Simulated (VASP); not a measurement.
# MgO (P6_3/mmc) in VASP: notebook

MgO is run at these levels: PBE; tasks: single point.

Everything below comes from runs of VASP 6.6.1. Logs are shortened: lines on timing, memory, paths and dates and some standing lists are left out, and cuts for length are marked.

**1. The cell of the first run**

It takes space group P6_3/mmc (No. 194, hexagonal). The conventional cell has a = 3.428 Å, b = 3.428 Å, c = 4.472 Å, α = 90.00°, β = 90.00°, γ = 120.00°. Within 2.6 Å of Mg (site symmetry -6m2) lie 5 O at 1.98 to 2.24 Å. Within 2.6 Å of O (site symmetry -6m2) lie 5 Mg at 1.98 to 2.24 Å.

**2. Single point, PBE (volume 11.381 Å^3 an atom, c/a of the conventional cell 1.3044)**

The input, INCAR:

```
SYSTEM = MgO
PREC     = Accurate       ! precision mode
ENCUT    = 520            ! plane-wave cutoff, eV
EDIFF    = 1E-6           ! SCF threshold, eV
ISMEAR   = 0              ! smearing method
SIGMA    = 0.05           ! smearing width, eV
LREAL    = .FALSE.        ! projectors in reciprocal space
LASPH    = .TRUE.         ! aspherical terms in the spheres
NELM     = 60             ! most SCF steps
ALGO     = Normal         ! electronic algorithm
ISIF     = 2              ! what is computed and relaxed
LWAVE    = .FALSE.        ! write WAVECAR
LCHARG   = .TRUE.         ! write CHGCAR
GGA      = PE             ! functional
LELF     = .TRUE.         ! ELF
LVHAR    = .TRUE.       
NBANDS   = 16             ! bands
```

The input, KPOINTS:

```
Automatic mesh
0
G
  9 9 6
  0 0 0
```

The input, POSCAR:

```
MgO
1.0
    3.4284722802      0.0000000000      0.0000000000
   -1.7142361401      2.9691440908      0.0000000000
    0.0000000000      0.0000000000      4.4720992423
Mg O
2 2
Direct
    0.6666666667      0.3333333333      0.7500000000
    0.3333333333      0.6666666667      0.2500000000
    0.6666666667      0.3333333333      0.2500000000
    0.3333333333      0.6666666667      0.7500000000
```

Potentials or basis: VASP PAW PBE potentials, release 64 (Mg, O).

Launch:

```sh
> cat potpaw_PBE.64/Mg/POTCAR potpaw_PBE.64/O/POTCAR > POTCAR
> mpirun -np 1 vasp_std > vasp.out
```

OUTCAR:

```text
SYSTEM = MgO
   PREC = Accurate
   ENCUT = 520
   EDIFF = 1E-6
   ISMEAR = 0
   LREAL = .FALSE.
   LASPH = .TRUE.
   NELM = 60
   ISIF = 2
   GGA = PE

 ion  position               nearest neighbor table
   1  0.667  0.333  0.750-   4 1.98   4 1.98   4 1.98   3 2.24   3 2.24   2 2.99   2 2.99   2 2.99
                             2 2.99   2 2.99   2 2.99
   2  0.333  0.667  0.250-   3 1.98   3 1.98   3 1.98   4 2.24   4 2.24   1 2.99   1 2.99   1 2.99
                             1 2.99   1 2.99   1 2.99
   3  0.667  0.333  0.250-   2 1.98   2 1.98   2 1.98   1 2.24   1 2.24
   4  0.333  0.667  0.750-   1 1.98   1 1.98   1 1.98   2 2.24   2 2.24

  LATTYP: Found a hexagonal cell.
 ALAT       =     3.4284722802
 C/A-ratio  =     1.3044000000

  Lattice vectors:

 A1 = (   3.4284722802,   0.0000000000,   0.0000000000)
 A2 = (  -1.7142361401,   2.9691440908,   0.0000000000)
 A3 = (   0.0000000000,   0.0000000000,   4.4720992423)

Analysis of symmetry for initial positions (statically):
=====================================================================
 Subroutine PRICEL returns:
 Original cell was already a primitive cell.

 Routine SETGRP: Setting up the symmetry group for a
 hexagonal supercell.

 Subroutine GETGRP returns: Found 24 space group operations
 (whereof 12 operations were pure point group operations)
 out of a pool of 24 trial point group operations.

The static configuration has the point symmetry D_3d.
 The point group associated with its full space group is D_6h.

Analysis of symmetry for dynamics (positions and initial velocities):
=====================================================================
 Subroutine PRICEL returns:
 Original cell was already a primitive cell.

 Routine SETGRP: Setting up the symmetry group for a
 hexagonal supercell.

 Subroutine GETGRP returns: Found 24 space group operations
 (whereof 12 operations were pure point group operations)
 out of a pool of 24 trial point group operations.

The dynamic configuration has the point symmetry D_3d.
 The point group associated with its full space group is D_6h.

 Subroutine INISYM returns: Found 24 space group operations
 (whereof 12 operations are pure point group operations),
 and found     1 'primitive' translations

----------------------------------------------------------------------------------------

                                     Primitive cell

  volume of cell :      45.5243

[... 90 lines left out ...]
   ENCUT  =  520.0 eV  38.22 Ry    6.18 a.u.   6.37  6.37  8.32*2*pi/ulx,y,z
   NELM   =     60;   NELMIN=  2; NELMDL= -5     # of ELM steps
   EDIFF  = 0.1E-05   stopping-criterion for ELM
   LREAL  =      F    real-space projection
   EDIFFG = 0.1E-04   stopping-criterion for IOM
   NSW    =      0    number of steps for IOM
   IBRION =     -1    ionic relax: 0-MD 1-quasi-New 2-CG
   NFREE  =      0    steps in history (QN), initial steepest desc. (CG)
   ISIF   =      2    stress and relaxation
   ISYM   =      2    0-nonsym 1-usesym 2-fastsym
   POTIM  = 0.5000    time-step for ionic-motion
   TEBEG  =    0.0;   TEEND  =   0.0 temperature during run
   PSTRESS=    0.0 pullay stress
   NELECT =      16.0000    total number of electrons
   NUPDOWN=      -1.0000    fix difference up-down
   EMIN   =  10.00;   EMAX   =-10.00  energy-range for DOS
   EFERMI =   0.00;   METHOD = LEGACY
   ISMEAR =     0;   SIGMA  =   0.05  broadening in eV -4-tet -1-fermi 0-gaus
   EFERMI_NEDOS =   21; number of points for ismear=-14 and -15
   IALGO  =     38    algorithm
   IMIX   =      4    mixing-type and parameters
     AMIX     =   0.40;   BMIX     =  1.00
     AMIX_MAG =   1.60;   BMIX_MAG =  1.00
  volume/ion in A,a.u.               =      11.38        76.80
  Fermi-wavevector in a.u.,A,eV,Ry     =   1.155315  2.183229 18.160411  1.334753
  Thomas-Fermi vector in A             =   2.291944
   LORBIT       =      0    0 simple, 1 ext, 2 COOP (PROOUT), +10 PAW based schemes
   GGA     = PE    functional components
   LHFCALC =     F    Hartree Fock is set to
   AEXX    =    0.0000 exact exchange contribution
   IVDW    =     0    specifies the selected vdW correction
   LEPSILON=     F    determine dielectric tensor
   LRPA    =     F    only Hartree local field effects (RPA)
 non-spin polarized calculation
 Gauss-broadening in eV      SIGMA  =   0.05
  energy-cutoff  :      520.00
  volume of cell :       45.52
 maximum number of plane-waves:      1247
 NGX is ok and might be reduce to    28
   NGX = 13   NGY = 13   NGZ = 17

 number of electron      16.0000001 magnetization

 Free energy of the ion-electron system (eV)
  ---------------------------------------------------
  ext. energy  EPLUGINS =         0.00000000
  ---------------------------------------------------
  free energy    TOTEN  =       -23.58762869 eV

  energy without entropy =      -23.58762869  energy(sigma->0) =      -23.58762869

 E-fermi :   2.2031     XC(G=0):  -9.9367

 val. band max:        1.8948418116   @ k =   0.0000   0.0000   0.0000
 cond. band min:       5.0538313014   @ k =   0.0000   0.0000   0.0000
 fundamental gap:      3.1589894898
 Fermi energy:         2.2031050874

 k-point     1 :       0.0000    0.0000    0.0000
  band No.  band energies     occupation
      1     -14.9777      2.00000
      2     -13.8125      2.00000
      3      -1.8504      2.00000
      4       0.2463      2.00000
      5       0.2463      2.00000
      6       0.9411      2.00000
[... 433 lines left out ...]
      3      -1.5268      2.00000
      4      -0.9088      2.00000
      5      -0.9088      2.00000
      6       0.4080      2.00000
[... 8 lines left out ...]
     15      15.1751      0.00000
     16      18.2967      0.00000

 [... further k-points ...]
[... 5 lines left out ...]
  --------------------------------------------------------------------------------------
  -------------------------------------------------------------------------------------
  Total        1.2250208      1.2250208     -1.8894270      0.0000000      0.0000000      0.0000000
  in kB       43.1132424     43.1132424    -66.4962785      0.0000000      0.0000000      0.0000000
  external PRESSURE =       6.5767354 kB  Pullay stress =       0.0000000 kB

 VOLUME and BASIS-vectors are now :
 -----------------------------------------------------------------------------
  energy-cutoff  :      520.00
  volume of cell :       45.52
      direct lattice vectors                 reciprocal lattice vectors
     3.428472280  0.000000000  0.000000000     0.291675101  0.168398698  0.000000000
    -1.714236140  2.969144091  0.000000000     0.000000000  0.336797397  0.000000000
     0.000000000  0.000000000  4.472099242     0.000000000  0.000000000  0.223608633

 POSITION                                       TOTAL-FORCE (eV/Angst)
 -----------------------------------------------------------------------------------
      1.71424      0.98971      3.35407         0.000000     -0.000000      0.000000
     -0.00000      1.97943      1.11802        -0.000000      0.000000      0.000000
      1.71424      0.98971      1.11802         0.000000      0.000000      0.000000
     -0.00000      1.97943      3.35407        -0.000000     -0.000000      0.000000
 -----------------------------------------------------------------------------------
    total drift:                                0.000000     -0.000000      0.000000

  FREE ENERGIE OF THE ION-ELECTRON SYSTEM (eV)
  ---------------------------------------------------
  free  energy   TOTEN  =       -23.5876286914 eV

  energy  without entropy=      -23.5876286914  energy(sigma->0) =      -23.58762869
```

stdout:

```text
POSCAR found type information on POSCAR MgO
 POSCAR found :  2 types and       4 ions
 scaLAPACK will be used
 LDA part: xc-table for (Slater+PW92), standard interpolation
 POSCAR, INCAR and KPOINTS ok, starting setup
 FFT: planning ... GRIDC
 FFT: planning ... GRID_SOFT
 FFT: planning ... GRID
 WAVECAR not read
 entering main loop
```

It took 33 s on 1 thread of Intel Xeon 6975P-C, shared host; peak memory 0.19 GiB.

Results:

- Free energy: -23.5876 eV
- Pressure: 0.7 GPa
- Band gap on the k mesh: 3.16 eV, direct

Stress tensor (GPa, compression positive):
```
 4.31  0.00  0.00
 0.00  4.31  0.00
 0.00  0.00 -6.65
```

Levels at points of the mesh, in eV from the valence-band top:
| k point | band 6 | band 7 | band 8 | band 9 | band 10 | band 11 |
| --- | --- | --- | --- | --- | --- | --- |
| (0.00, 0.00, 0.00) | -0.95 | -0.95 | 0.00 | 3.16 | 8.90 | 11.16 |
| (0.00, 0.00, 0.50) | -1.31 | -1.31 | -1.31 | 6.11 | 6.11 | 13.19 |

**3. Single point, PBE (volume 11.381 Å^3 an atom, c/a of the conventional cell 1.2632)**

The input, INCAR:

```
PREC = Accurate
ENCUT = 520
EDIFF = 1E-6
ISMEAR = 0
SIGMA = 0.05
LREAL = False
LASPH = True
NELM = 80
ALGO = Normal
ISIF = 2
LWAVE = False
LCHARG = False
GGA = PE
NBANDS = 16
```

The input, KPOINTS:

```
Automatic mesh
0
Gamma
  9 9 6
```

The input, POSCAR:

```
MgO
1.0
    3.4653481008      0.0000000000      0.0000000000
   -1.7326740504      3.0010794883      0.0000000000
    0.0000000000      0.0000000000      4.3774277210
Mg O
2 2
Direct
    0.6666666667      0.3333333333      0.7500000000
    0.3333333333      0.6666666667      0.2500000000
    0.6666666667      0.3333333333      0.2500000000
    0.3333333333      0.6666666667      0.7500000000
```

Potentials or basis: VASP PAW PBE potentials, release 64 (Mg, O).

Launch:

```sh
> cat potpaw_PBE.64/Mg/POTCAR potpaw_PBE.64/O/POTCAR > POTCAR
> mpirun -np 1 vasp_std > vasp.out
```

It took 33 s on 1 thread of Intel Xeon 6975P-C, shared host; peak memory 0.19 GiB.

The run converged. Its results:

| Quantity | Value |
| --- | --- |
| Free energy | -23.6421 eV |
| Pressure | -0.2 GPa |
| Band gap on the k mesh | 3.19 eV, direct |

Stress tensor (GPa, compression positive):
```
 2.12  0.00  0.00
 0.00  2.12  0.00
 0.00  0.00 -4.81
```

Levels at points of the mesh, in eV from the valence-band top:
```csv
k point,band 6,band 7,band 8,band 9,band 10,band 11
"(0.00, 0.00, 0.00)",-0.89,-0.89,0.00,3.19,8.99,11.46
"(0.00, 0.00, 0.50)",-1.29,-1.29,-1.29,6.17,6.17,12.97
```

**4. Single point, PBE (volume 11.563 Å^3 an atom, c/a of the conventional cell 1.1659)**

The input, INCAR:

```
PREC = Accurate ; ENCUT = 520
EDIFF = 1E-6 ; ISMEAR = 0
SIGMA = 0.05 ; LREAL = False
LASPH = True ; NELM = 80
ALGO = Normal ; ISIF = 2
LWAVE = False ; LCHARG = False
GGA = PE ; NBANDS = 16
```

The input, KPOINTS:

```
regular mesh
0
Gamma
  9 9 6
```

The input, POSCAR:

```
MgO
1.0
    3.5780482631      0.0000000000      0.0000000000
   -1.7890241316      3.0986806918      0.0000000000
    0.0000000000      0.0000000000      4.1716464700
Mg O
2 2
Direct
    0.6666666667      0.3333333333      0.7500000000
    0.3333333333      0.6666666667      0.2500000000
    0.6666666667      0.3333333333      0.2500000000
    0.3333333333      0.6666666667      0.7500000000
```

Potentials or basis: VASP PAW PBE potentials, release 64 (Mg, O).

Launch:

```sh
> cat potpaw_PBE.64/Mg/POTCAR potpaw_PBE.64/O/POTCAR > POTCAR
> mpirun -np 1 vasp_std > vasp.out
```

OUTCAR:

```text
PREC = Accurate
   ENCUT = 520
   EDIFF = 1E-6
   ISMEAR = 0
   LREAL = False
   LASPH = True
   NELM = 80
   ISIF = 2
   GGA = PE

 ion  position               nearest neighbor table
   1  0.667  0.333  0.750-   4 2.07   4 2.07   4 2.07   3 2.09   3 2.09   2 2.94   2 2.94   2 2.94
                             2 2.94   2 2.94   2 2.94
   2  0.333  0.667  0.250-   3 2.07   3 2.07   3 2.07   4 2.09   4 2.09   1 2.94   1 2.94   1 2.94
                             1 2.94   1 2.94   1 2.94
   3  0.667  0.333  0.250-   2 2.07   2 2.07   2 2.07   1 2.09   1 2.09
   4  0.333  0.667  0.750-   1 2.07   1 2.07   1 2.07   2 2.09   2 2.09

  LATTYP: Found a hexagonal cell.
 ALAT       =     3.5780482631
 C/A-ratio  =     1.1659000000

  Lattice vectors:

 A1 = (   3.5780482631,   0.0000000000,   0.0000000000)
 A2 = (  -1.7890241316,   3.0986806918,   0.0000000000)
 A3 = (   0.0000000000,   0.0000000000,   4.1716464700)

Analysis of symmetry for initial positions (statically):
=====================================================================
 Subroutine PRICEL returns:
 Original cell was already a primitive cell.

[... 172 lines left out ...]
  free energy    TOTEN  =       -23.65603056 eV

  energy without entropy =      -23.65603056  energy(sigma->0) =      -23.65603056

 E-fermi :   1.8665     XC(G=0):  -9.8441

 val. band max:        1.6301776986   @ k =   0.0000   0.0000   0.0000
 cond. band min:       4.8574741115   @ k =   0.0000   0.0000   0.0000
 fundamental gap:      3.2272964130
 Fermi energy:         1.8664545788

 k-point     1 :       0.0000    0.0000    0.0000
  band No.  band energies     occupation
      1     -15.0543      2.00000
      2     -13.7403      2.00000
      3      -1.7402      2.00000
      4      -0.0079      2.00000
      5      -0.0079      2.00000
      6       0.9638      2.00000
[... 433 lines left out ...]
      3      -1.6497      2.00000
      4      -1.0223      2.00000
      5      -1.0223      2.00000
      6       0.5761      2.00000
[... 8 lines left out ...]
     15      15.6639      0.00000
     16      17.6253      0.00000

 [... further k-points ...]
[... 5 lines left out ...]
  --------------------------------------------------------------------------------------
  -------------------------------------------------------------------------------------
  Total       -1.0421384     -1.0421384      0.2639178      0.0000000      0.0000000      0.0000000
  in kB      -36.0998545    -36.0998545      9.1421584      0.0000000      0.0000000      0.0000000
  external PRESSURE =     -21.0191835 kB  Pullay stress =       0.0000000 kB

 VOLUME and BASIS-vectors are now :
 -----------------------------------------------------------------------------
  energy-cutoff  :      520.00
  volume of cell :       46.25
      direct lattice vectors                 reciprocal lattice vectors
     3.578048263  0.000000000  0.000000000     0.279481976  0.161358994  0.000000000
    -1.789024132  3.098680692  0.000000000     0.000000000  0.322717989  0.000000000
     0.000000000  0.000000000  4.171646470     0.000000000  0.000000000  0.239713506

 POSITION                                       TOTAL-FORCE (eV/Angst)
 -----------------------------------------------------------------------------------
      1.78902      1.03289      3.12873         0.000000     -0.000000      0.000000
     -0.00000      2.06579      1.04291        -0.000000      0.000000      0.000000
      1.78902      1.03289      1.04291         0.000000     -0.000000     -0.000000
     -0.00000      2.06579      3.12873        -0.000000      0.000000     -0.000000
 -----------------------------------------------------------------------------------
    total drift:                               -0.000000     -0.000000     -0.000000

  FREE ENERGIE OF THE ION-ELECTRON SYSTEM (eV)
  ---------------------------------------------------
  free  energy   TOTEN  =       -23.6560305622 eV

  energy  without entropy=      -23.6560305622  energy(sigma->0) =      -23.65603056
```

It took 36 s on 1 thread of Intel Xeon 6975P-C, shared host; peak memory 0.18 GiB.

Results:

* Free energy: -23.6560 eV
* Pressure: -2.1 GPa
* Band gap on the k mesh: 3.23 eV, direct

**5. Summary**

| cell | gap on the mesh (eV) | pressure (GPa) |
| --- | --- | --- |
| a = 3.428, b = 3.428, c = 4.472 Å, angles 90.0, 90.0, 120.0°, 4 atoms | 3.16 | 0.7 |
| a = 3.465, b = 3.465, c = 4.377 Å, angles 90.0, 90.0, 120.0°, 4 atoms | 3.19 | -0.2 |
| a = 3.578, b = 3.578, c = 4.172 Å, angles 90.0, 90.0, 120.0°, 4 atoms | 3.23 | -2.1 |

Alike in all rows: task single point; level PBE; potentials or basis VASP PAW PBE potentials, release 64 (Mg, O); no spin polarisation; k mesh 9 × 9 × 6; cutoff (eV) 520; smearing gaussian 0.05 eV.

Total energies depend on the potentials used, so only differences within one code and one set of settings carry meaning.
